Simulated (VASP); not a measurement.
Input of a VASP 6.6.1 run:

INCAR

```
SYSTEM = Zn
PREC = Accurate ; ENCUT = 600
EDIFF = 1E-6 ; ISMEAR = 0
SIGMA = 0.1 ; LREAL = .False.
LASPH = .True. ; NELM = 100
ALGO = Normal ; ISIF = 3
LWAVE = .False. ; LCHARG = .False.
GGA = PS ; IBRION = 2
NSW = 80 ; EDIFFG = -0.1
```

Contents of KPOINTS:

```
Automatic mesh
0
Gamma
  10 10 4
  0 0 0
```

Contents of POSCAR:

```
Zn
1.0
    2.6700000000      0.0000000000      0.0000000000
   -1.3350000000      2.3122878300      0.0000000000
    0.0000000000      0.0000000000      4.9660000000
Zn
2
Direct
    0.3333333333      0.6666666667      0.2500000000
    0.6666666667      0.3333333333      0.7500000000
```

Potentials or basis: VASP PAW PBE potentials, release 64 (Zn).

Command:

```sh
$ cat potpaw_PBE.64/Zn/POTCAR > POTCAR
$ mpirun -np 1 vasp_std > vasp.out
```

(1) Predict the band gap on the k mesh.

(2) Predict the relaxed volume.

## Answers

(1) zero (bands 12 and 13 overlap by 3.97 eV).

(2) 14.16 Å³/atom.

Caveat: the PAW data sets were made with another functional, which shifts forces and pressure a little.
